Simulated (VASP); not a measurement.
Wanted: the native input for a VASP 6.6.1 run.

```yaml
Task: single point
Functional: r2SCAN
Potentials_or_basis: VASP PAW PBE potentials, release 64 (Hg, Te)
Cutoff: 520 eV
k_mesh: 6 × 6 × 6
Occupations: fermi-dirac, width 0.02 eV
Spin: no spin polarisation
Dipole_correction: no
Further_INCAR_settings: ALGO = Normal; EDIFF = 1e-06; NBANDS = 16
```

HgTe:

```
Hg Te
1.0
     0.02456    3.31372    3.31372
     3.31372    0.02456    3.31372
     3.31372    3.31372    0.02456
Hg Te
1 1
Direct
  0.00069 0.00069 0.00069
  0.24931 0.24931 0.24931
```

This cell differs from its parent crystal: strain along [111] +1.1%.

One way to write it, as run:

POSCAR

```
HgTe
1.0
    0.0245590456      3.3137169328      3.3137169328
    3.3137169328      0.0245590456      3.3137169328
    3.3137169328      3.3137169328      0.0245590456
Hg Te
1 1
Direct
    0.0006880562      0.0006880562      0.0006880562
    0.2493119438      0.2493119438      0.2493119438
```

INCAR.step1

```
  ALGO = Normal
  EDIFF = 1E-4
  ENCUT = 520
  GGA = PE
  ISMEAR = -1
  LASPH = T
  LCHARG = F
  LREAL = F
  LWAVE = T
  NBANDS = 16
  NELM = 100
  PREC = Accurate
  SIGMA = 0.02
```

INCAR.step2

```
  ALGO = Normal
  EDIFF = 1E-6
  ENCUT = 520
  ISIF = 2
  ISMEAR = -1
  ISTART = 1
  LASPH = T
  LCHARG = T
  LELF = T
  LMIXTAU = T
  LREAL = F
  LVHAR = T
  LWAVE = F
  METAGGA = R2SCAN
  NBANDS = 16
  NELM = 100
  PREC = Accurate
  SIGMA = 0.02
```

KPOINTS

```
k-points
0
Gamma
  6 6 6
```

Potentials or basis: VASP PAW PBE potentials, release 64 (Hg, Te).

The run is started by

```bash
$ cat potpaw_PBE.64/Hg/POTCAR potpaw_PBE.64/Te/POTCAR > POTCAR
$ cp INCAR.step1 INCAR
$ mpirun -np 1 vasp_std > vasp.out
$ cp INCAR.step2 INCAR
$ mpirun -np 1 vasp_std > vasp.out
```

Results of the run:

The pressure is -0.4 GPa, the largest force is 0.006 eV/Å and the band gap on the k mesh is zero (filled and empty bands touch).

Caveat: the cell differs from its parent crystal (strain along [111] +1.1%); the PAW data sets were made with another functional, which shifts forces and pressure a little; spin-orbit coupling is left out, which moves the levels of the heavy elements.

Run time: 3.7 min on 1 thread of AMD EPYC 7R43 64-Core Processor (Zen 3), with other jobs on the host, peak memory 0.2 GiB.
